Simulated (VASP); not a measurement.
Runs of VASP 6.6.1 on ZnS. It takes space group P6_3mc (No. 186, hexagonal). The conventional cell has a = 3.807 Å, b = 3.807 Å, c = 6.248 Å, α = 90.00°, β = 90.00°, γ = 120.00°. Zn (site symmetry 3m) has 4 S at 2.33 to 2.34 Å within 3.1 Å. Within 3.1 Å of S (site symmetry 3m) lie 4 Zn at 2.33 to 2.34 Å. 

| level | grid for exact exchange (PRECFOCK) | share of exact exchange | screening parameter | gap on the mesh (eV) | pressure (GPa) | largest force (eV/Å) |
| --- | --- | --- | --- | --- | --- | --- |
| PBE-based global hybrid with 20 % exact exchange | Normal | 0.2 | - | 3.77 | 1.5 | 0.01 |
| HSE06 | Normal | 0.25 | 0.2079 1/Å | (b) | 1.6 | 0.01 |
| PBE-based screened hybrid with 25 % exact exchange | Normal | 0.25 | 0.4 1/Å | (c) | 2.0 | 0.01 |
| PBE0 | Normal | 0.25 | - | 4.17 | 1.3 | 0.01 |
| PBE | - | - | - | 2.21 | (a) | 0.02 |

Alike in all rows: task single point; potentials or basis VASP PAW PBE potentials, release 64 (Zn, S); no spin polarisation; cell as given; k mesh 4 × 4 × 2; cutoff (eV) 520; smearing gaussian 0.05 eV.

Problem. Estimate the missing entries.

Solution. (a) 2.4; (b) 3.44; (c) 3.05.

Caveats: all runs use coarse meshes; the PAW data sets were made with another functional, which shifts forces and pressure a little (at least some runs).

